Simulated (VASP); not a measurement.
A run of VASP 6.6.1:

Contents of INCAR:

```
  PREC = Accurate
  ENCUT = 520
  EDIFF = 1E-6
  ISMEAR = 0
  SIGMA = 0.1
  LREAL = F
  LASPH = T
  NELM = 60
  ALGO = Fast
  ISIF = 2
  LWAVE = F
  LCHARG = T
  GGA = PE
  LELF = T
  LVHAR = T
  NBANDS = 15
```

File KPOINTS:

```
regular mesh
0
Gamma
  12 12 12
```

Contents of POSCAR:

```
Be
1.0
    0.1321737068     -0.0695961561      2.1909601222
   -4.3426237641     -2.5008655869     -0.9174592346
    4.4607717260     -2.8606922893     -0.3614847381
Be
6
Direct
    1.0281462672      0.5563153381      0.7217851601
    0.3807462059      0.2615687384      0.8788138613
    0.3208022888      0.1414849266      0.4204839952
   -0.0281566489      0.4436816270      0.2782109913
    0.6192613649      0.7384380561      0.1211797084
    0.6792005220      0.8585113137      0.5795262838
```

Potentials or basis: VASP PAW PBE potentials, release 64 (Be).

Run with:

```console
$ cat potpaw_PBE.64/Be/POTCAR > POTCAR
$ mpirun -np 1 vasp_std > vasp.out
```

Hardware: 1 thread of Oxide Virtual Turin-like Processor, with other jobs on the host.

Problem. How long does it take, and how much memory?

Solution. Wall time 11 min on 1 thread of Oxide Virtual Turin-like Processor, with other jobs on the host, peak memory 0.52 GiB. Counts: scf iterations 12, k points 868.
